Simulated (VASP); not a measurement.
Input of a VASP 6.6.1 run:

Contents of INCAR:

```
ALGO = Normal
EDIFF = 1E-7
ENCUT = 520
GGA = PE
ISIF = 2
ISMEAR = -1
LASPH = True
LCHARG = True
LELF = True
LREAL = False
LVHAR = True
LWAVE = False
NBANDS = 12
NELM = 60
PREC = Accurate
SIGMA = 0.1
```

Contents of KPOINTS:

```
k-points
0
Gamma
  8 8 12
```

File POSCAR:

```
Li
1.0
    4.8635660138      0.0000000000      0.0000000000
   -2.4317830069      4.2119717210      0.0000000000
    0.0000000000      0.0000000000      2.8466936434
Li
3
Direct
    1.0000000000      0.0000000000      1.0000000000
    0.3333333333      0.6666666667      0.5000000000
    0.6666666667      0.3333333333      0.5000000000
```

Potentials or basis: VASP PAW PBE potentials, release 64 (Li_sv).

Launch:

```sh
$ cat potpaw_PBE.64/Li_sv/POTCAR > POTCAR
$ mpirun -np 1 vasp_std > vasp.out
```

(1) What does it give for the band gap on the k mesh?

Results:

(1) zero (an odd number of electrons rules out a gap without spin polarisation).
